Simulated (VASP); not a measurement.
The system is SbSe2.

```xyz
3
Lattice="3.7422 0.0000 0.0000 -1.8711 3.2409 0.0000 0.0000 0.0000 6.8232" Properties=species:S:1:pos:R:3 pbc="T T T"
Sb    0.0000    0.0000    0.0000
Se    1.8711    1.0803    5.1466
Se    0.0000    2.1606    1.6766
```

| Quantity | Value |
| --- | --- |
| Program | VASP 6.6.1 |
| Task | relaxation of cell and atoms |
| Functional | PBE |
| Potentials or basis | VASP PAW PBE potentials, release 64 (Sb, Se) |
| Cutoff | 600 eV |
| k mesh | 6 × 6 × 4 |
| Occupations | gaussian, width 0.1 eV |
| Spin | no spin polarisation |

At the start: pressure 4.6 GPa; volume 27.58 Å³/atom.

Problem. How do energy, volume and symmetry change on relaxing?

Solution. Over 5 steps the energy falls by 34.2 meV/atom and the volume is 29.71 Å³/atom (+7.7 %); space group P-3m1 (No. 164, to 0.05 Å).

Step by step:
| step | energy change (eV) | largest force (eV/Å) | pressure (GPa) | volume (Å³) |
| --- | --- | --- | --- | --- |
| 1 | 0.0000 | 0.4431 | 4.63 | 82.75 |
| 2 | -0.0568 | 0.5479 | -2.38 | 92.66 |
| 3 | -0.0901 | 0.2066 | -0.09 | 88.65 |
| 4 | -0.1007 | 0.0764 | -0.02 | 88.94 |
| 5 | -0.1027 | 0.0048 | 0.03 | 89.12 |

Final structure:
```yaml
crystal:
  lattice:
    - [3.88848, 0.00000, 0.00000]
    - [-1.94424, 3.36752, 0.00000]
    - [0.00000, 0.00000, 6.80607]
  atoms:
    - { symbol: Sb, position: [0.00000, 0.00000, 0.00000] }
    - { symbol: Se, position: [0.66667, 0.33333, 0.75434] }
    - { symbol: Se, position: [0.33333, 0.66667, 0.24566] }
```

Caveat: this functional lacks dispersion, which binds the layers, so the pressure and a relaxed spacing across them are unreliable.
